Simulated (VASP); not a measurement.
# Rb2HgPdCl6 (I4/mmm) in VASP: single point with PBE

Aim: the single point of Rb2HgPdCl6 with PBE.

Everything below comes from runs of VASP 6.6.1. Logs are shortened: lines on timing, memory, paths and dates and some standing lists are left out, and cuts for length are marked.

### Step 1. The cell of the first run

Symmetry: I4/mmm, No. 139, tetragonal system. The conventional cell has a = 7.459 Å, b = 7.459 Å, c = 10.914 Å, α = 90.00°, β = 90.00°, γ = 90.00°. Within 3.0 Å of Pd (site symmetry 4/mmm) lie 4 Cl at 2.30 Å. Hg (site symmetry 4/mmm) has 6 Cl at 2.31 to 2.97 Å within 3.1 Å. Cl (site symmetry 4mm) has 1 Hg at 2.31 Å and 1 Pd at 3.14 Å within 3.2 Å. Within 3.0 Å of Cl (site symmetry m2m) lie 1 Pd at 2.30 Å and 1 Hg at 2.97 Å. Within 4.9 Å of Rb (site symmetry -4m2) lie 12 Cl at 3.75 to 3.81 Å and 4 Pd at 4.62 Å and 4 Hg at 4.62 Å.

### Step 2. Single point, PBE

The input, INCAR:

```
PREC     = Accurate       # precision mode
ENCUT    = 520            # plane-wave cutoff, eV
EDIFF    = 1E-7           # SCF threshold, eV
ISMEAR   = -1             # smearing method
SIGMA    = 0.1213         # smearing width, eV
LREAL    = F              # projectors in reciprocal space
LASPH    = T              # aspherical terms in the spheres
NELM     = 60             # most SCF steps
ALGO     = Normal         # electronic algorithm
ISIF     = 2              # what is computed and relaxed
LWAVE    = F              # write WAVECAR
LCHARG   = F              # write CHGCAR
GGA      = PE             # functional
NBANDS   = 52             # bands
```

The input, KPOINTS:

```
regular mesh
0
Gamma
  5 5 5
```

The input, POSCAR:

```
Rb2HgPdCl6
1.0
    0.0000000000      7.4591930000      0.0000000000
    7.4591930000      0.0000000000      0.0000000000
    3.7295960000      3.7295960000     -5.4568930000
Pd Hg Cl Rb
1 1 6 2
Direct
    0.0000000000      0.0000000000      0.0000000000
    0.5000000000      0.5000000000      0.0000000000
    0.2880000000      0.2880000000      0.4240000000
    0.7120000000      0.7120000000      0.5760000000
    0.2180000000      0.2180000000      0.0000000000
    0.2180000000      0.7820000000      0.0000000000
    0.7820000000      0.7820000000      0.0000000000
    0.7820000000      0.2180000000      0.0000000000
    0.7500000000      0.2500000000      0.5000000000
    0.2500000000      0.7500000000      0.5000000000
```

Potentials or basis: VASP PAW PBE potentials, release 64 (Pd, Hg, Cl, Rb_sv).

Command:

```bash
> cat potpaw_PBE.64/Pd/POTCAR potpaw_PBE.64/Hg/POTCAR potpaw_PBE.64/Cl/POTCAR potpaw_PBE.64/Rb_sv/POTCAR > POTCAR
> mpirun -np 1 vasp_std > vasp.out
```

OUTCAR:

```text
PREC = Accurate
   ENCUT = 520
   EDIFF = 1E-7
   ISMEAR = -1
   LREAL = F
   LASPH = T
   NELM = 60
   ISIF = 2
   GGA = PE

 ion  position               nearest neighbor table
   1  0.000  0.000  0.000-   5 2.30   6 2.30   7 2.30   8 2.30   9 4.62  10 4.62   9 4.62  10 4.62
                             9 4.62  10 4.62   9 4.62  10 4.62
   2  0.500  0.500  0.000-   3 2.31   4 2.31   5 2.97   6 2.97   7 2.97   8 2.97   9 4.62  10 4.62
                             9 4.62  10 4.62  10 4.62   9 4.62  10 4.62   9 4.62
   3  0.288  0.288  0.424-   2 2.31   9 3.75  10 3.75  10 3.75   9 3.75
   4  0.712  0.712  0.576-   2 2.31   9 3.75  10 3.75   9 3.75  10 3.75
   5  0.218  0.218  0.000-   1 2.30   2 2.97   9 3.81  10 3.81   9 3.81  10 3.81
   6  0.218  0.782  0.000-   1 2.30   2 2.97  10 3.81  10 3.81   9 3.81   9 3.81
   7  0.782  0.782  0.000-   1 2.30   2 2.97   9 3.81  10 3.81   9 3.81  10 3.81
   8  0.782  0.218  0.000-   1 2.30   2 2.97   9 3.81   9 3.81  10 3.81  10 3.81
   9  0.750  0.250  0.500-   3 3.75   4 3.75   3 3.75   4 3.75   8 3.81   8 3.81   7 3.81   5 3.81
                             7 3.81   5 3.81   6 3.81   6 3.81   2 4.62   1 4.62   2 4.62   1 4.62
  10  0.250  0.750  0.500-   3 3.75   4 3.75   3 3.75   4 3.75   6 3.81   6 3.81   7 3.81   5 3.81
                             5 3.81   7 3.81   8 3.81   8 3.81   2 4.62   1 4.62   2 4.62   1 4.62

  LATTYP: Found a body centered tetragonal cell.
 ALAT       =     7.4591930000
 C/A-ratio  =     1.4631322718

  Lattice vectors:

 A1 = (  -3.7295960000,   3.7295970000,   5.4568930000)
 A2 = (   3.7295970000,  -3.7295960000,   5.4568930000)
 A3 = (   3.7295960000,   3.7295960000,  -5.4568930000)

Analysis of symmetry for initial positions (statically):
=====================================================================
 Subroutine PRICEL returns:
 Original cell was already a primitive cell.

 Routine SETGRP: Setting up the symmetry group for a
 body centered tetragonal supercell.

 Subroutine GETGRP returns: Found 16 space group operations
 (whereof 16 operations were pure point group operations)
 out of a pool of 16 trial point group operations.

The static configuration has the point symmetry D_4h.

Analysis of symmetry for dynamics (positions and initial velocities):
=====================================================================
 Subroutine PRICEL returns:
 Original cell was already a primitive cell.

 Routine SETGRP: Setting up the symmetry group for a
 body centered tetragonal supercell.

 Subroutine GETGRP returns: Found 16 space group operations
 (whereof 16 operations were pure point group operations)
 out of a pool of 16 trial point group operations.

The dynamic configuration has the point symmetry D_4h.

 Subroutine INISYM returns: Found 16 space group operations
 (whereof 16 operations are pure point group operations),
 and found     1 'primitive' translations

----------------------------------------------------------------------------------------

                                     Primitive cell

  volume of cell :     303.6191

  direct lattice vectors                    reciprocal lattice vectors
     0.000000000  7.459193000  0.000000000     0.000000000  0.134062760  0.091627220
     7.459193000  0.000000000  0.000000000     0.134062760  0.000000000  0.091627220
     3.729596000  3.729596000 -5.456893000     0.000000000  0.000000000 -0.183254464

  length of vectors
     7.459193000  7.459193000  7.589298641     0.162383407  0.162383407  0.183254464

  position of ions in fractional coordinates (direct lattice)
     0.000000000  0.000000000  0.000000000
     0.500000000  0.500000000  0.000000000
     0.288000000  0.288000000  0.424000000
     0.712000000  0.712000000  0.576000000
     0.218000000  0.218000000  0.000000000
     0.218000000  0.782000000  0.000000000
     0.782000000  0.782000000  0.000000000
     0.782000000  0.218000000  0.000000000
     0.750000000  0.250000000  0.500000000
     0.250000000  0.750000000  0.500000000

  ion indices of the primitive-cell ions
   primitive index   ion index
                 1           1
                 2           2
                 3           3
                 4           4
                 5           5
                 6           6
                 7           7
                 8           8
                 9           9
                10          10

----------------------------------------------------------------------------------------

 KPOINTS: regular mesh

Automatic generation of k-mesh.
 Grid dimensions read from file:
 generate k-points for:    5    5    5

 Generating k-lattice:

  Cartesian coordinates                     Fractional coordinates (reciprocal lattice)
     0.000000000  0.026812552  0.018325444     0.200000000  0.000000000 -0.000000000
     0.026812552  0.000000000  0.018325444     0.000000000  0.200000000 -0.000000000
     0.000000000  0.000000000 -0.036650893     0.000000000  0.000000000  0.200000000

  Length of vectors
     0.032476681  0.032476681  0.036650893

  Shift w.r.t. Gamma in fractional coordinates (k-lattice)
     0.000000000  0.000000000  0.000000000

 Subroutine IBZKPT returns following result:
 ===========================================

 Found     18 irreducible k-points:

 Following reciprocal coordinates:
            Coordinates               Weight
  0.000000  0.000000  0.000000      1.000000
  0.200000  0.000000  0.000000      8.000000
  0.400000  0.000000  0.000000      8.000000
  0.200000  0.200000  0.000000      8.000000
  0.400000  0.200000  0.000000     16.000000
 -0.400000  0.200000  0.000000     16.000000
[... 10 lines left out ...]
  0.000000  0.000000  0.400000      2.000000
 -0.200000  0.000000  0.400000      4.000000
   k-points           NKPTS =     18   k-points in BZ     NKDIM =     18   number of bands    NBANDS=     52
   number of dos      NEDOS =    301   number of ions     NIONS =     10
   total plane-waves  NPLWV = 175616
   dimension x,y,z NGX =    56 NGY =   56 NGZ =   56
   dimension x,y,z NGXF=   112 NGYF=  112 NGZF=  112
   ions per type =               1   1   6   2
   NGX,Y,Z   is equivalent  to a cutoff of  12.48, 12.48, 12.27 a.u.
   NGXF,Y,Z  is equivalent  to a cutoff of  24.96, 24.96, 24.53 a.u.
 SYSTEM =  unknown system
   PREC   = accura    normal or accurate (medium, high low for compatibility)
   ISTART =      0    job   : 0-new  1-cont  2-samecut
   ICHARG =      2    charge: 1-file 2-atom 10-const
   ISPIN  =      1    spin polarized calculation?
   LNONCOLLINEAR =      F non collinear calculations
   LSORBIT =      F    spin-orbit coupling
   LASPH  =      T    aspherical Exc in radial PAW
   ENCUT  =  520.0 eV  38.22 Ry    6.18 a.u.  13.87 13.87 14.11*2*pi/ulx,y,z
   NELM   =     60;   NELMIN=  2; NELMDL= -5     # of ELM steps
   EDIFF  = 0.1E-06   stopping-criterion for ELM
   LREAL  =      F    real-space projection
   EDIFFG = 0.1E-05   stopping-criterion for IOM
   NSW    =      0    number of steps for IOM
   IBRION =     -1    ionic relax: 0-MD 1-quasi-New 2-CG
   NFREE  =      0    steps in history (QN), initial steepest desc. (CG)
   ISIF   =      2    stress and relaxation
   ISYM   =      2    0-nonsym 1-usesym 2-fastsym
   POTIM  = 0.5000    time-step for ionic-motion
   TEBEG  =    0.0;   TEEND  =   0.0 temperature during run
   PSTRESS=    0.0 pullay stress
   NELECT =      82.0000    total number of electrons
   NUPDOWN=      -1.0000    fix difference up-down
   EMIN   =  10.00;   EMAX   =-10.00  energy-range for DOS
   EFERMI =   0.00;   METHOD = LEGACY
   ISMEAR =    -1;   SIGMA  =   0.12  broadening in eV -4-tet -1-fermi 0-gaus
   EFERMI_NEDOS =   21; number of points for ismear=-14 and -15
   IALGO  =     38    algorithm
   IMIX   =      4    mixing-type and parameters
     AMIX     =   0.40;   BMIX     =  1.00
     AMIX_MAG =   1.60;   BMIX_MAG =  1.00
  volume/ion in A,a.u.               =      30.36       204.89
  Fermi-wavevector in a.u.,A,eV,Ry     =   1.058205  1.999717 15.235769  1.119797
  Thomas-Fermi vector in A             =   2.193506
   LORBIT       =      0    0 simple, 1 ext, 2 COOP (PROOUT), +10 PAW based schemes
   GGA     = PE    functional components
   LHFCALC =     F    Hartree Fock is set to
   AEXX    =    0.0000 exact exchange contribution
   IVDW    =     0    specifies the selected vdW correction
   LEPSILON=     F    determine dielectric tensor
   LRPA    =     F    only Hartree local field effects (RPA)
 non-spin polarized calculation
  energy-cutoff  :      520.00
  volume of cell :      303.62
 maximum number of plane-waves:      8206
   NGX = 27   NGY = 27   NGZ = 29

 number of electron      82.0000009 magnetization

 Free energy of the ion-electron system (eV)
  ---------------------------------------------------
  ext. energy  EPLUGINS =         0.00000000
  ---------------------------------------------------
  free energy    TOTEN  =       -29.56396067 eV

  energy without entropy =      -29.55969326  energy(sigma->0) =      -29.56182696

 E-fermi :   1.1122     XC(G=0):  -7.9812

 val. band max:        0.3210359849   @ k =   0.0000   0.0000   0.2000
 cond. band min:       1.7927039792   @ k =   0.4000   0.4000   0.2000
 fundamental gap:      1.4716679943
 Fermi energy:         1.1122496468

 k-point     1 :       0.0000    0.0000    0.0000
  band No.  band energies     occupation
      1     -25.3335      2.00000
      2     -25.3315      2.00000
      3     -14.6098      2.00000
      4     -14.1837      2.00000
      5     -13.9516      2.00000
      6     -13.5461      2.00000
[... 44 lines left out ...]
     51       7.5586      0.00000
     52       7.7348      0.00000

 k-point     2 :       0.2000    0.0000    0.0000
  band No.  band energies     occupation
      1     -25.3333      2.00000
      2     -25.3317      2.00000
      3     -14.5991      2.00000
      4     -14.1928      2.00000
      5     -13.9496      2.00000
      6     -13.5593      2.00000
[... 44 lines left out ...]
     51       7.6150      0.00000
     52       7.8063      0.00000

 k-point     3 :       0.4000    0.0000    0.0000
  band No.  band energies     occupation
      1     -25.3327      2.00000
      2     -25.3321      2.00000
      3     -14.5801      2.00000
      4     -14.2092      2.00000
      5     -13.9463      2.00000
      6     -13.5804      2.00000
[... 44 lines left out ...]
     51       7.6665      0.00000
     52       7.6706      0.00000
[... 716 lines left out ...]
 k-point    17 :       0.0000    0.0000    0.4000
  band No.  band energies     occupation
      1     -25.3330      2.00000
      2     -25.3319      2.00000
      3     -14.5677      2.00000
      4     -14.1985      2.00000
      5     -13.9968      2.00000
      6     -13.5534      2.00000
[... 44 lines left out ...]
     51       7.8233      0.00000
     52       7.8241      0.00000

 k-point    18 :      -0.2000    0.0000    0.4000
  band No.  band energies     occupation
      1     -25.3328      2.00000
      2     -25.3320      2.00000
      3     -14.5689      2.00000
      4     -14.1904      2.00000
      5     -13.9976      2.00000
      6     -13.5640      2.00000
[... 44 lines left out ...]
     51       7.6531      0.00000
     52       7.7860      0.00000

------------------------ aborting loop because EDIFF is reached ----------------------------------------

  FORCE on cell =-STRESS in cart. coord.  units (eV):
  Direction    XX          YY          ZZ          XY          YZ          ZX
  --------------------------------------------------------------------------------------
  -------------------------------------------------------------------------------------
  Total        2.0844541      2.0844541      2.2699503      0.0000000      0.0000002      0.0000002
  in kB       10.9995216     10.9995216     11.9783723      0.0000000      0.0000011      0.0000011
  external PRESSURE =      11.3258051 kB  Pullay stress =       0.0000000 kB

 VOLUME and BASIS-vectors are now :
 -----------------------------------------------------------------------------
  energy-cutoff  :      520.00
  volume of cell :      303.62
      direct lattice vectors                 reciprocal lattice vectors
     0.000000000  7.459193000  0.000000000     0.000000000  0.134062760  0.091627220
     7.459193000  0.000000000  0.000000000     0.134062760  0.000000000  0.091627220
     3.729596000  3.729596000 -5.456893000     0.000000000  0.000000000 -0.183254464

 POSITION                                       TOTAL-FORCE (eV/Angst)
 -----------------------------------------------------------------------------------
      0.00000      0.00000      0.00000        -0.000000     -0.000000      0.000000
      3.72960      3.72960      0.00000        -0.000000     -0.000000      0.000000
      3.72960      3.72960     -2.31372        -0.000000     -0.000000     -0.596598
      7.45919      7.45919     -3.14317         0.000000      0.000000      0.596598
      1.62610      1.62610      0.00000         0.174126      0.174126     -0.000000
      5.83309      1.62610      0.00000        -0.174126      0.174126     -0.000000
      5.83309      5.83309      0.00000        -0.174126     -0.174126      0.000000
      1.62610      5.83309      0.00000         0.174126     -0.174126      0.000000
      3.72960      7.45919     -2.72845         0.000000     -0.000000     -0.000000
      7.45919      3.72960     -2.72845         0.000000     -0.000000      0.000000
 -----------------------------------------------------------------------------------
    total drift:                               -0.000000     -0.000000     -0.000000

  FREE ENERGIE OF THE ION-ELECTRON SYSTEM (eV)
  ---------------------------------------------------
  free  energy   TOTEN  =       -29.5639606695 eV

  energy  without entropy=      -29.5596932567  energy(sigma->0) =      -29.56182696
```

Run time: 2.6 min. Hardware: 1 thread of Intel Xeon 6975P-C (Granite Rapids), shared host; peak memory 0.6 GiB.

Results:

| Item | Value |
| --- | --- |
| Free energy | -29.5640 eV |
| Pressure | 1.1 GPa |
| Largest force | 0.597 eV/Å |
| Band gap on the k mesh | 1.47 eV (least direct gap 1.58 eV) |

Forces in eV/Å, atoms in the order of the input:
```
Pd   0.000  0.000  0.000
Hg   0.000  0.000  0.000
Cl   0.000  0.000 -0.597
Cl   0.000  0.000  0.597
Cl   0.174  0.174  0.000
Cl  -0.174  0.174  0.000
Cl  -0.174 -0.174  0.000
Cl   0.174 -0.174  0.000
Rb   0.000  0.000  0.000
Rb   0.000  0.000  0.000
```

Levels at points of the mesh, in eV from the valence-band top:
| k point | band 37 | band 38 | band 39 | band 40 | band 41 | band 42 | band 43 | band 44 | band 45 | band 46 |
| --- | --- | --- | --- | --- | --- | --- | --- | --- | --- | --- |
| (0.00, 0.00, 0.00) | -0.80 | -0.52 | -0.17 | -0.17 | -0.04 | 2.16 | 2.37 | 4.43 | 5.47 | 5.47 |

Caveat: spin-orbit coupling is left out, which moves the levels of the heavy elements; an odd mesh through Γ misses points on the zone boundary, where band edges can lie.
